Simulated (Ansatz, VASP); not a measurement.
# One calculation of TiCo, two programs

Contents of INCAR:

```
ALGO = Normal
EDIFF = 1E-6
ENCUT = 520
GGA = RE
ISIF = 2
ISMEAR = -1
ISPIN = 2
IVDW = 12
LASPH = T
LCHARG = F
LMAXMIX = 4
LORBIT = 11
LREAL = F
LWAVE = F
MAGMOM = 2 1
NBANDS = 22
NELM = 150
PREC = Accurate
SIGMA = 0.05
```

File KPOINTS:

```
k-points
0
Gamma
  9 9 9
```

POSCAR

```
TiCo
1.0
    2.9861109900      0.0000000000      0.0000000000
    0.0000000000      2.9861109900      0.0000000000
    0.0000000000      0.0000000000      2.9861109900
Co Ti
1 1
Direct
    0.5000000000      0.5000000000      0.5000000000
    0.0000000000      0.0000000000      0.0000000000
```

The input input.yaml:

```yaml
crystal:
  lattice:
    - [2.98611099, 0.0, 0.0]
    - [0.0, 2.98611099, 0.0]
    - [0.0, 0.0, 2.98611099]
  atoms:
    - { symbol: Co, position: [0.5, 0.5, 0.5], spin: 2.0 }
    - { symbol: Ti, position: [0.0, 0.0, 0.0], spin: 1.0 }
hamiltonian:
  xc: revpbe
  pseudopotentials:
    kind: nc
    accuracy: standard
    azcp: { Co: Co_ONCV_PBE-1.2.nc.azcp, Ti: Ti_ONCV_PBE-1.2.nc.azcp }
  dispersion: d3bj
magnetization:
  spin_polarized: true
kpoints:
  mp_grid: { grid: [9, 9, 9] }
scf:
  occupations: { method: fermi_dirac, width: 0.05 }
  n_extra_bands: 6
output:
  forces: true
  stress: true
  eigenvalues: true
  dos: { projected: false, de: 0.05, nscf_kmesh: { grid: [14, 14, 14] } }
```

Alike in both runs: functional revPBE; dispersion D3(BJ); k mesh 9 × 9 × 9; occupations fermi-dirac, width 0.05 eV; collinear spin.

|  | VASP | Ansatz |
| --- | --- | --- |
| version | VASP 6.6.1 | Ansatz 0.2.0 |
| potentials or method | VASP PAW PBE potentials, release 64 (Co, Ti_sv) | SG15 NC |
| plane-wave cutoff (eV) | 520 | 1225 |
| valence electrons in the cell | 21 | 29 |
| task | single point | density of states |

Ansatz gave:

- gap on the k mesh at the Fermi level (eV): none
- pressure (GPa): -9.0
- net moment per atom (μB): 0.42
- size of the moment on the site where the two differ most (μB): 0.97

Question: Estimate VASP's values.

Answer: gap on the k mesh at the Fermi level (eV): none; pressure (GPa): -10.5; net moment per atom (μB): 0.41; size of the moment on the site where the two differ most (μB): 0.92.

VASP's potentials were made for PBE, not for revPBE. Site moments also hang on the region over which each program counts them. A gap of «none» marks a metal or a gap that the smearing closes. VASP's potentials hold 21 valence electrons a cell and Ansatz's 29, so a difference there can come from the potentials and not from the codes.

Noted on Ansatz's run: the potentials were made for another functional, which shifts forces and pressure.
